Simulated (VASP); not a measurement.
# W (I4/mmm) in VASP: a series of runs

Runs on W. Level: r2SCAN. Tasks: single point.

Program: VASP 6.6.1. These are calculated values, not measurements. Logs are shortened: lines on timing, memory, paths and dates and some standing lists are left out, and cuts for length are marked.

### Step 1. The cell of the first run

Symmetry: I4/mmm, No. 139, tetragonal system. The conventional cell has a = 3.035 Å, b = 3.035 Å, c = 3.274 Å, α = 90.00°, β = 90.00°, γ = 90.00°. W (site symmetry 4/mmm) has 14 W at 2.70 to 3.27 Å within 3.6 Å.

### Step 2. Single point, r2SCAN (strain -0.050 along x and y, +0.025 along z)

POSCAR

```
W
1.0
   -1.5174350000      1.5174350000      1.6372325000
    1.5174350000     -1.5174350000      1.6372325000
    1.5174350000      1.5174350000     -1.6372325000
W
1
Direct
    0.0000000000      0.0000000000      0.0000000000
```

INCAR.step1

```
ALGO     = Normal         # electronic algorithm
EDIFF    = 1E-4           # SCF threshold, eV
ENCUT    = 520            # plane-wave cutoff, eV
GGA      = PE             # functional
ISMEAR   = 0              # smearing method
LASPH    = T              # aspherical terms in the spheres
LCHARG   = F              # write CHGCAR
LREAL    = F              # projectors in reciprocal space
LWAVE    = T              # write WAVECAR
NBANDS   = 13             # bands
NELM     = 60             # most SCF steps
PREC     = Accurate       # precision mode
SIGMA    = 0.15           # smearing width, eV
```

INCAR.step2

```
ALGO     = Normal         # electronic algorithm
EDIFF    = 1E-6           # SCF threshold, eV
ENCUT    = 520            # plane-wave cutoff, eV
ISIF     = 2              # what is computed and relaxed
ISMEAR   = 0              # smearing method
ISTART   = 1            
LASPH    = T              # aspherical terms in the spheres
LCHARG   = T              # write CHGCAR
LELF     = T              # ELF
LMIXTAU  = T            
LREAL    = F              # projectors in reciprocal space
LVHAR    = T            
LWAVE    = F              # write WAVECAR
METAGGA  = R2SCAN         # meta-GGA
NBANDS   = 13             # bands
NELM     = 60             # most SCF steps
PREC     = Accurate       # precision mode
SIGMA    = 0.15           # smearing width, eV
```

KPOINTS

```
k-points
0
Gamma
  20 20 20
```

Potentials or basis: VASP PAW PBE potentials, release 64 (W_sv).

Command:

```console
$ cat potpaw_PBE.64/W_sv/POTCAR > POTCAR
$ cp INCAR.step1 INCAR
$ mpirun -np 1 vasp_std > vasp.out
$ cp INCAR.step2 INCAR
$ mpirun -np 1 vasp_std > vasp.out
```

OUTCAR:

```text
EDIFF = 1E-6
   ENCUT = 520
   ISIF = 2
   ISMEAR = 0
   ISTART = 1
   LASPH = T
   LREAL = F
   METAGGA = R2SCAN
   NELM = 60
   PREC = Accurate

 ion  position               nearest neighbor table
   1  0.000  0.000  0.000-

  LATTYP: Found a body centered tetragonal cell.
 ALAT       =     3.0348700000
 C/A-ratio  =     1.0789473684

  Lattice vectors:

 A1 = (  -1.5174350000,   1.5174350000,   1.6372325000)
 A2 = (   1.5174350000,  -1.5174350000,   1.6372325000)
 A3 = (   1.5174350000,   1.5174350000,  -1.6372325000)

Analysis of symmetry for initial positions (statically):
=====================================================================
 Subroutine PRICEL returns:
 Original cell was already a primitive cell.

 Routine SETGRP: Setting up the symmetry group for a
 body centered tetragonal supercell.

 Subroutine GETGRP returns: Found 16 space group operations
 (whereof 16 operations were pure point group operations)
 out of a pool of 16 trial point group operations.

The static configuration has the point symmetry D_4h.

Analysis of symmetry for dynamics (positions and initial velocities):
=====================================================================
 Subroutine PRICEL returns:
 Original cell was already a primitive cell.

 Routine SETGRP: Setting up the symmetry group for a
 body centered tetragonal supercell.

 Subroutine GETGRP returns: Found 16 space group operations
 (whereof 16 operations were pure point group operations)
 out of a pool of 16 trial point group operations.

The dynamic configuration has the point symmetry D_4h.

 Subroutine INISYM returns: Found 16 space group operations
 (whereof 16 operations are pure point group operations),
 and found     1 'primitive' translations

----------------------------------------------------------------------------------------

                                     Primitive cell

  volume of cell :      15.0796

  direct lattice vectors                    reciprocal lattice vectors
    -1.517435000  1.517435000  1.637232500     0.000000000  0.329503405  0.305393400
     1.517435000 -1.517435000  1.637232500     0.329503405  0.000000000  0.305393400
     1.517435000  1.517435000 -1.637232500     0.329503405  0.329503405  0.000000000

  length of vectors
     2.699212518  2.699212518  2.699212518     0.449263423  0.449263423  0.465988185

  position of ions in fractional coordinates (direct lattice)
     0.000000000  0.000000000  0.000000000

  ion indices of the primitive-cell ions
   primitive index   ion index
                 1           1

----------------------------------------------------------------------------------------

 KPOINTS: k-points

Automatic generation of k-mesh.
 Grid dimensions read from file:
 generate k-points for:   20   20   20

 Generating k-lattice:

  Cartesian coordinates                     Fractional coordinates (reciprocal lattice)
     0.000000000  0.016475170  0.015269670     0.050000000 -0.000000000  0.000000000
     0.016475170  0.000000000  0.015269670    -0.000000000  0.050000000  0.000000000
     0.016475170  0.016475170  0.000000000     0.000000000  0.000000000  0.050000000

  Length of vectors
     0.022463171  0.022463171  0.023299409

  Shift w.r.t. Gamma in fractional coordinates (k-lattice)
     0.000000000  0.000000000  0.000000000

 Subroutine IBZKPT returns following result:
 ===========================================

 Found    641 irreducible k-points:

 Following reciprocal coordinates:
            Coordinates               Weight
  0.000000  0.000000  0.000000      1.000000
  0.050000 -0.000000  0.000000      8.000000
  0.100000 -0.000000  0.000000      8.000000
  0.150000 -0.000000  0.000000      8.000000
  0.200000 -0.000000  0.000000      8.000000
  0.250000 -0.000000  0.000000      8.000000
[... 16 lines left out ...]
 -0.400000  0.050000 -0.000000     16.000000
 -0.350000  0.050000 -0.000000     16.000000
 [... further k-points ...]
   k-points           NKPTS =    641   k-points in BZ     NKDIM =    641   number of bands    NBANDS=     13
   number of dos      NEDOS =    301   number of ions     NIONS =      1
   total plane-waves  NPLWV =   8000
   dimension x,y,z NGX =    20 NGY =   20 NGZ =   20
   dimension x,y,z NGXF=    40 NGYF=   40 NGZF=   40
   ions per type =               1
   NGX,Y,Z   is equivalent  to a cutoff of  12.32, 12.32, 12.32 a.u.
   NGXF,Y,Z  is equivalent  to a cutoff of  24.64, 24.64, 24.64 a.u.
 SYSTEM =  unknown system
   PREC   = accura    normal or accurate (medium, high low for compatibility)
   ISTART =      1    job   : 0-new  1-cont  2-samecut
   ICHARG =      0    charge: 1-file 2-atom 10-const
   ISPIN  =      1    spin polarized calculation?
   LNONCOLLINEAR =      F non collinear calculations
   LSORBIT =      F    spin-orbit coupling
   LASPH  =      T    aspherical Exc in radial PAW
   ENCUT  =  520.0 eV  38.22 Ry    6.18 a.u.   5.02  5.02  5.02*2*pi/ulx,y,z
   NELM   =     60;   NELMIN=  2; NELMDL=  0     # of ELM steps
   EDIFF  = 0.1E-05   stopping-criterion for ELM
   LREAL  =      F    real-space projection
   EDIFFG = 0.1E-04   stopping-criterion for IOM
   NSW    =      0    number of steps for IOM
   IBRION =     -1    ionic relax: 0-MD 1-quasi-New 2-CG
   NFREE  =      0    steps in history (QN), initial steepest desc. (CG)
   ISIF   =      2    stress and relaxation
   ISYM   =      2    0-nonsym 1-usesym 2-fastsym
   POTIM  = 0.5000    time-step for ionic-motion
   TEBEG  =    0.0;   TEEND  =   0.0 temperature during run
   PSTRESS=    0.0 pullay stress
   NELECT =      14.0000    total number of electrons
   NUPDOWN=      -1.0000    fix difference up-down
   EMIN   =  10.00;   EMAX   =-10.00  energy-range for DOS
   EFERMI =   0.00;   METHOD = LEGACY
   ISMEAR =     0;   SIGMA  =   0.15  broadening in eV -4-tet -1-fermi 0-gaus
   EFERMI_NEDOS =   21; number of points for ismear=-14 and -15
   IALGO  =     38    algorithm
   IMIX   =      4    mixing-type and parameters
     AMIX     =   0.40;   BMIX     =  1.00
     AMIX_MAG =   1.60;   BMIX_MAG =  1.00
  volume/ion in A,a.u.               =      15.08       101.76
  Fermi-wavevector in a.u.,A,eV,Ry     =   1.597058  3.018002 34.702937  2.550594
  Thomas-Fermi vector in A             =   2.694724
   LORBIT       =      0    0 simple, 1 ext, 2 COOP (PROOUT), +10 PAW based schemes
   METAGGA = R2SCAN    functional components
   LHFCALC =     F    Hartree Fock is set to
   AEXX    =    0.0000 exact exchange contribution
   IVDW    =     0    specifies the selected vdW correction
   LEPSILON=     F    determine dielectric tensor
   LRPA    =     F    only Hartree local field effects (RPA)
 non-spin polarized calculation
 Gauss-broadening in eV      SIGMA  =   0.15
  energy-cutoff  :      520.00
  volume of cell :       15.08
 maximum number of plane-waves:       420
   NGX = 11   NGY = 11   NGZ = 11

 number of electron      14.0000004 magnetization

 Free energy of the ion-electron system (eV)
  ---------------------------------------------------
  ext. energy  EPLUGINS =         0.00000000
  ---------------------------------------------------
  free energy    TOTEN  =       -51.23323260 eV

  energy without entropy =      -51.22815319  energy(sigma->0) =      -51.23069290

 E-fermi :  12.0635     XC(G=0): -15.2848

 val. band max:       12.0589371928   @ k =  -0.1000  -0.1000   0.0500
 cond. band min:      12.0662838913   @ k =  -0.2000   0.4000   0.2000
 fundamental gap:      0.0073466985
 Fermi energy:        12.0634510939

 k-point     1 :       0.0000    0.0000    0.0000
  band No.  band energies     occupation
      1     -64.0190      2.00000
      2     -26.8036      2.00000
      3     -26.7876      2.00000
      4     -26.7876      2.00000
      5       1.6216      2.00000
      6      10.3649      2.00000
      7      10.3649      2.00000
      8      11.4523      2.00000
      9      13.8945      0.00000
     10      15.3492      0.00000
     11      26.4274      0.00000
     12      28.0051      0.00000
     13      28.0052      0.00000

 k-point     2 :       0.0500   -0.0000    0.0000
  band No.  band energies     occupation
      1     -64.0146      2.00000
      2     -26.8401      2.00000
      3     -26.7997      2.00000
      4     -26.7947      2.00000
      5       1.7538      2.00000
      6      10.3524      2.00000
      7      10.3949      2.00000
      8      11.4683      2.00000
      9      13.8075      0.00000
     10      15.2892      0.00000
     11      26.6750      0.00000
     12      28.1926      0.00000
     13      28.2266      0.00000

 k-point     3 :       0.1000   -0.0000    0.0000
  band No.  band energies     occupation
      1     -64.0016      2.00000
      2     -26.9641      2.00000
      3     -26.8344      2.00000
      4     -26.7957      2.00000
      5       2.1370      2.00000
      6      10.2964      2.00000
      7      10.3848      2.00000
      8      11.6285      1.99996
      9      13.5993      0.00000
     10      15.1583      0.00000
     11      27.2656      0.00000
     12      28.7276      0.00000
     13      28.8743      0.00000
[... 305 lines left out ...]
 k-point    23 :      -0.4000    0.0500   -0.0000
  band No.  band energies     occupation
      1     -63.8596      2.00000
      2     -28.1961      2.00000
      3     -27.2026      2.00000
      4     -26.8177      2.00000
      5       5.2331      2.00000
      6       8.7377      2.00000
      7      10.8153      2.00000
      8      13.7543      0.00000
      9      15.6789      0.00000
     10      16.9604      0.00000
     11      25.3793      0.00000
     12      26.1977      0.00000
     13      33.4871      0.00000

 k-point    24 :      -0.3500    0.0500   -0.0000
  band No.  band energies     occupation
      1     -63.8826      2.00000
      2     -28.0084      2.00000
      3     -27.1412      2.00000
      4     -26.8186      2.00000
      5       5.0632      2.00000
      6       8.9971      2.00000
      7      10.1306      2.00000
      8      13.5969      0.00000
      9      15.4299      0.00000
     10      15.7537      0.00000
     11      26.2322      0.00000
     12      27.6478      0.00000
     13      35.0561      0.00000

 [... further k-points ...]
[... 5 lines left out ...]
  --------------------------------------------------------------------------------------
  -------------------------------------------------------------------------------------
  Total        2.8681972      2.8681972      0.3205679      0.0000000     -0.0000000     -0.0000000
  in kB      304.7397079    304.7397079     34.0596362      0.0000000     -0.0000000     -0.0000000
  external PRESSURE =     214.5130173 kB  Pullay stress =       0.0000000 kB

 VOLUME and BASIS-vectors are now :
 -----------------------------------------------------------------------------
  energy-cutoff  :      520.00
  volume of cell :       15.08
      direct lattice vectors                 reciprocal lattice vectors
    -1.517435000  1.517435000  1.637232500     0.000000000  0.329503405  0.305393400
     1.517435000 -1.517435000  1.637232500     0.329503405  0.000000000  0.305393400
     1.517435000  1.517435000 -1.637232500     0.329503405  0.329503405  0.000000000

 POSITION                                       TOTAL-FORCE (eV/Angst)
 -----------------------------------------------------------------------------------
      0.00000      0.00000      0.00000        -0.000000     -0.000000      0.000000
 -----------------------------------------------------------------------------------
    total drift:                                0.000000     -0.000000      0.000000

  FREE ENERGIE OF THE ION-ELECTRON SYSTEM (eV)
  ---------------------------------------------------
  free  energy   TOTEN  =       -51.2332325975 eV

  energy  without entropy=      -51.2281531941  energy(sigma->0) =      -51.23069290
```

Wall time 5.1 min (1 thread of Intel Xeon Platinum 8375C at 2.90GHz (Ice Lake), shared host); peak memory 0.23 GiB.

Results:

```yaml
Free_energy: -51.2332 eV
Pressure: 21.5 GPa
Band_gap_on_the_k_mesh: zero (bands 7 and 8 overlap by 6.42 eV)
```

Stress tensor (GPa, compression positive):
```
30.47  0.00  0.00
 0.00 30.47  0.00
 0.00  0.00  3.41
```

Levels at points of the mesh, in eV from the Fermi level:
```csv
k point,band 4,band 5,band 6,band 7,band 8,band 9,band 10,band 11
"(0.00, 0.00, 0.00)",-38.85,-10.44,-1.70,-1.70,-0.61,1.83,3.29,14.36
"(0.50, 0.00, 0.00)",-38.86,-6.94,-3.61,0.50,1.68,3.77,6.61,12.25
"(0.50, 0.50, 0.00)",-38.94,-6.95,-4.75,1.16,3.50,4.13,6.91,12.05
"(0.50, 0.50, 0.50)",-39.87,-6.61,-6.37,5.48,5.81,5.81,7.51,9.70
```

Caveat: the cell differs from its parent crystal (strain -0.050 along x and y, +0.025 along z); the cell stands under pressure; the PAW data sets were made with another functional, which shifts forces and pressure a little; spin-orbit coupling is left out, which moves the levels of the heavy elements.

### Step 3. Single point, r2SCAN (strain +0.050 along x and y, -0.025 along z)

POSCAR

```
W
1.0
   -1.6771650000      1.6771650000      1.5573675000
    1.6771650000     -1.6771650000      1.5573675000
    1.6771650000      1.6771650000     -1.5573675000
W
1
Direct
    0.0000000000      0.0000000000      0.0000000000
```

INCAR.step1

```
ALGO = Normal ; EDIFF = 1E-4
ENCUT = 520 ; GGA = PE
ISMEAR = 0 ; LASPH = True
LCHARG = False ; LREAL = False
LWAVE = True ; NBANDS = 13
NELM = 80 ; PREC = Accurate
SIGMA = 0.15
```

INCAR.step2

```
ALGO = Normal ; EDIFF = 1E-7
ENCUT = 520 ; ISIF = 2
ISMEAR = 0 ; ISTART = 1
LASPH = True ; LCHARG = False
LMIXTAU = True ; LREAL = False
LWAVE = False ; METAGGA = R2SCAN
NBANDS = 13 ; NELM = 80
PREC = Accurate ; SIGMA = 0.15
```

KPOINTS is that of step 2.

Potentials or basis: VASP PAW PBE potentials, release 64 (W_sv).

Command:

```console
$ cat potpaw_PBE.64/W_sv/POTCAR > POTCAR
$ cp INCAR.step1 INCAR
$ mpirun -np 1 vasp_std > vasp.out
$ cp INCAR.step2 INCAR
$ mpirun -np 1 vasp_std > vasp.out
```

OUTCAR:

```text
EDIFF = 1E-7
   ENCUT = 520
   ISIF = 2
   ISMEAR = 0
   ISTART = 1
   LASPH = True
   LREAL = False
   METAGGA = R2SCAN
   NELM = 80
   PREC = Accurate

 ion  position               nearest neighbor table
   1  0.000  0.000  0.000-

  LATTYP: Found a body centered tetragonal cell.
 ALAT       =     3.3543300000
 C/A-ratio  =     0.9285714286

  Lattice vectors:

 A1 = (  -1.6771650000,   1.6771650000,   1.5573675000)
 A2 = (   1.6771650000,  -1.6771650000,   1.5573675000)
[... 556 lines left out ...]
      5       3.6959      2.00000
      6       6.8803      2.00000
      7       8.2865      2.00000
      8      12.0825      0.00000
      9      12.5071      0.00000
     10      12.9313      0.00000
     11      22.9516      0.00000
     12      24.8251      0.00000
     13      29.1190      0.00000

 [... further k-points ...]
[... 5 lines left out ...]
  --------------------------------------------------------------------------------------
  -------------------------------------------------------------------------------------
  Total       -3.3648526     -3.3648526     -1.0611686      0.0000000     -0.0000000      0.0000000
  in kB     -307.6620666   -307.6620666    -97.0269304      0.0000000     -0.0000000      0.0000000
  external PRESSURE =    -237.4503545 kB  Pullay stress =       0.0000000 kB

 VOLUME and BASIS-vectors are now :
 -----------------------------------------------------------------------------
  energy-cutoff  :      520.00
  volume of cell :       17.52
      direct lattice vectors                 reciprocal lattice vectors
    -1.677165000  1.677165000  1.557367500     0.000000000  0.298122129  0.321054600
     1.677165000 -1.677165000  1.557367500     0.298122129  0.000000000  0.321054600
     1.677165000  1.677165000 -1.557367500     0.298122129  0.298122129  0.000000000

 POSITION                                       TOTAL-FORCE (eV/Angst)
 -----------------------------------------------------------------------------------
      0.00000      0.00000      0.00000        -0.000000      0.000000      0.000000
 -----------------------------------------------------------------------------------
    total drift:                                0.000000      0.000000     -0.000000

  FREE ENERGIE OF THE ION-ELECTRON SYSTEM (eV)
  ---------------------------------------------------
  free  energy   TOTEN  =       -51.1713004539 eV

  energy  without entropy=      -51.1667073263  energy(sigma->0) =      -51.16900389
```

OUTCAR.step1:

```text
EDIFF = 1E-4
   ENCUT = 520
   GGA = PE
   ISMEAR = 0
   LASPH = True
   LREAL = False
[... 600 lines left out ...]

 POSITION                                       TOTAL-FORCE (eV/Angst)
 -----------------------------------------------------------------------------------
      0.00000      0.00000      0.00000        -0.000000     -0.000000     -0.000000
 -----------------------------------------------------------------------------------
    total drift:                                0.000000      0.000000      0.000000

  FREE ENERGIE OF THE ION-ELECTRON SYSTEM (eV)
  ---------------------------------------------------
  free  energy   TOTEN  =       -12.8120250970 eV

  energy  without entropy=      -12.8070357143  energy(sigma->0) =      -12.80953041
```

OSZICAR.step1:

```text
N       E                     dE             d eps       ncg     rms          rms(c)
DAV:   1     0.855351644016E+02    0.85535E+02   -0.74709E+03 16706   0.120E+03
DAV:   2    -0.117622823631E+02   -0.97297E+02   -0.93419E+02 18816   0.314E+02
DAV:   3    -0.135079000669E+02   -0.17456E+01   -0.17383E+01 18346   0.407E+01
DAV:   4    -0.135157983573E+02   -0.78983E-02   -0.78981E-02 18311   0.304E+00
DAV:   5    -0.135158729922E+02   -0.74635E-04   -0.74636E-04 18671   0.280E-01    0.173E+01
DAV:   6    -0.129486636255E+02    0.56721E+00   -0.52062E-01 17426   0.930E+00    0.625E+00
DAV:   7    -0.128161788108E+02    0.13248E+00   -0.23697E-01 18646   0.592E+00    0.853E-01
DAV:   8    -0.128120591813E+02    0.41196E-02   -0.42597E-03 17051   0.822E-01    0.977E-02
DAV:   9    -0.128120250970E+02    0.34084E-04   -0.14591E-04 18239   0.145E-01
   1 F= -.12812025E+02 E0= -.12809530E+02  d E =-.498938E-02
```

Run time: 3.2 min. Hardware: 1 thread of Intel Xeon 6975P-C (Granite Rapids), shared host; peak memory 0.25 GiB.

Results:

- Free energy: -51.1713 eV
- Pressure: -23.7 GPa
- Band gap on the k mesh: zero (bands 7 and 8 overlap by 5.60 eV)

Stress tensor (GPa, compression positive):
```
-30.77   0.00   0.00
  0.00 -30.77   0.00
  0.00   0.00  -9.70
```

Caveat: the cell differs from its parent crystal (strain +0.050 along x and y, -0.025 along z); the cell stands under tension; the PAW data sets were made with another functional, which shifts forces and pressure a little; spin-orbit coupling is left out, which moves the levels of the heavy elements.
